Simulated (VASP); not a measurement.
# AlN (P6_3/mmc) in VASP: further runs, part 2 of 2

VASP 6.6.1. The steps go on from the part before.

## (4) Single point, PBEsol

This run uses another cell than the first one, of 9.48 Å³/atom, 1.004 times its volume.

Contents of INCAR:

```
SYSTEM = AlN
ALGO = Normal ; EDIFF = 1E-6
ENCUT = 520 ; GGA = PS
ISIF = 2 ; ISMEAR = 0
LASPH = .True. ; LCHARG = .False.
LREAL = .False. ; LWAVE = .False.
NBANDS = 16 ; NELM = 60
PREC = Accurate ; SIGMA = 0.05
```

Contents of KPOINTS:

```
k-points
0
Gamma
  9 9 6
  0 0 0
```

Contents of POSCAR:

```
AlN
1.0
    3.3015780391      0.0000000000      0.0000000000
   -1.6507890196      2.8592504545      0.0000000000
    0.0000000000      0.0000000000      4.0170000000
Al N
2 2
Direct
    0.3333333333      0.6666666667      0.7500000000
    0.6666666667      0.3333333333      0.2500000000
    0.3333333333      0.6666666667      0.2500000000
    0.6666666667      0.3333333333      0.7500000000
```

Potentials or basis: VASP PAW PBE potentials, release 64 (Al, N).

Run with:

```
$ cat potpaw_PBE.64/Al/POTCAR potpaw_PBE.64/N/POTCAR > POTCAR
$ mpirun -np 1 vasp_std > vasp.out
```

OUTCAR:

```text
SYSTEM = AlN
   EDIFF = 1E-6
   ENCUT = 520
   GGA = PS
   ISIF = 2
   ISMEAR = 0
   LASPH = .True.
   LREAL = .False.
   NELM = 60
   PREC = Accurate

 ion  position               nearest neighbor table
   1  0.333  0.667  0.750-   4 1.91   4 1.91   4 1.91   3 2.01   3 2.01   2 2.77   2 2.77   2 2.77
                             2 2.77   2 2.77   2 2.77
   2  0.667  0.333  0.250-   3 1.91   3 1.91   3 1.91   4 2.01   4 2.01   1 2.77   1 2.77   1 2.77
                             1 2.77   1 2.77   1 2.77
   3  0.333  0.667  0.250-   2 1.91   2 1.91   2 1.91   1 2.01   1 2.01
   4  0.667  0.333  0.750-   1 1.91   1 1.91   1 1.91   2 2.01   2 2.01

  LATTYP: Found a hexagonal cell.
 ALAT       =     3.3015780391
 C/A-ratio  =     1.2166909134

  Lattice vectors:

 A1 = (   3.3015780391,   0.0000000000,   0.0000000000)
 A2 = (  -1.6507890196,   2.8592504545,   0.0000000000)
 A3 = (   0.0000000000,   0.0000000000,   4.0170000000)

Analysis of symmetry for initial positions (statically):
=====================================================================
 Subroutine PRICEL returns:
 Original cell was already a primitive cell.

[... 179 lines left out ...]
 cond. band min:      11.8644242923   @ k =   0.0000   0.0000   0.0000
 fundamental gap:      3.6273375180
 Fermi energy:         8.4556704155

 k-point     1 :       0.0000    0.0000    0.0000
  band No.  band energies     occupation
      1      -8.7709      2.00000
      2      -4.6508      2.00000
      3       1.2643      2.00000
      4       4.8426      2.00000
      5       4.8426      2.00000
      6       6.7585      2.00000
[... 433 lines left out ...]
      3       1.4989      2.00000
      4       2.6573      2.00000
      5       2.6573      2.00000
      6       5.4780      2.00000
[... 8 lines left out ...]
     15      19.8594      0.00000
     16      22.0199      0.00000

 [... further k-points ...]

------------------------ aborting loop because EDIFF is reached ----------------------------------------

  FORCE on cell =-STRESS in cart. coord.  units (eV):
  Direction    XX          YY          ZZ          XY          YZ          ZX
  --------------------------------------------------------------------------------------
  -------------------------------------------------------------------------------------
  Total        1.0181194      1.0181194      2.5991906     -0.0000000      0.0000000      0.0000000
  in kB       43.0163632     43.0163632    109.8178943     -0.0000000      0.0000000      0.0000000
  external PRESSURE =      65.2835403 kB  Pullay stress =       0.0000000 kB

 VOLUME and BASIS-vectors are now :
 -----------------------------------------------------------------------------
  energy-cutoff  :      520.00
  volume of cell :       37.92
      direct lattice vectors                 reciprocal lattice vectors
     3.301578039  0.000000000  0.000000000     0.302885465  0.174871005  0.000000000
    -1.650789020  2.859250455  0.000000000     0.000000000  0.349742010  0.000000000
     0.000000000  0.000000000  4.017000000     0.000000000  0.000000000  0.248941997

 POSITION                                       TOTAL-FORCE (eV/Angst)
 -----------------------------------------------------------------------------------
     -0.00000      1.90617      3.01275         0.000000     -0.000000      0.000000
      1.65079      0.95308      1.00425        -0.000000      0.000000      0.000000
     -0.00000      1.90617      1.00425         0.000000     -0.000000      0.000000
      1.65079      0.95308      3.01275        -0.000000      0.000000      0.000000
 -----------------------------------------------------------------------------------
    total drift:                               -0.000000     -0.000000     -0.000000

  FREE ENERGIE OF THE ION-ELECTRON SYSTEM (eV)
  ---------------------------------------------------
  free  energy   TOTEN  =       -30.9077356026 eV

  energy  without entropy=      -30.9077356026  energy(sigma->0) =      -30.90773560
```

stdout:

```text
POSCAR found type information on POSCAR AlN
 POSCAR found :  2 types and       4 ions
 scaLAPACK will be used
 -----------------------------------------------------------------------------
|                                                                             |
|                                                                             |
|     You enforced a specific xc type in the INCAR file but a different       |
|     I HOPE YOU KNOW WHAT YOU ARE DOING!                                     |
|                                                                             |
 -----------------------------------------------------------------------------

 LDA part: xc-table for (Slater+PW92), standard interpolation
 POSCAR, INCAR and KPOINTS ok, starting setup
 FFT: planning ... GRIDC
 FFT: planning ... GRID_SOFT
 FFT: planning ... GRID
 WAVECAR not read
 entering main loop
```

Wall time 25 s (1 thread of Intel Xeon Platinum 8259CL at 2.50GHz (Skylake/Cascade Lake), shared host); peak memory 0.16 GiB.

Results:

```yaml
Free_energy: -30.9077 eV
Pressure: 6.5 GPa
Band_gap_on_the_k_mesh: 3.63 eV, direct
```

Stress tensor (GPa, compression positive):
```
 4.30  0.00  0.00
 0.00  4.30  0.00
 0.00  0.00 10.98
```

Caveat: the PAW data sets were made with another functional, which shifts forces and pressure a little. A k mesh can miss the band edges.

## (5) The runs side by side

| cell | gap on the mesh (eV) | pressure (GPa) |
| --- | --- | --- |
| a = 3.262, b = 3.262, c = 4.100 Å, angles 90.0, 90.0, 120.0°, 4 atoms | 3.58 | 7.9 |
| a = 3.321, b = 3.321, c = 3.976 Å, angles 90.0, 90.0, 120.0°, 4 atoms | 3.66 | 6.3 |
| a = 3.302, b = 3.302, c = 4.017 Å, angles 90.0, 90.0, 120.0°, 4 atoms | 3.63 | 6.5 |

Alike in all rows: task single point; level PBEsol; potentials or basis VASP PAW PBE potentials, release 64 (Al, N); no spin polarisation; k mesh 9 × 9 × 6; cutoff (eV) 520; smearing gaussian 0.05 eV.

Caveats: the PAW data sets were made with another functional, which shifts forces and pressure a little.

Absolute energies hang on the potentials; compare differences alone.
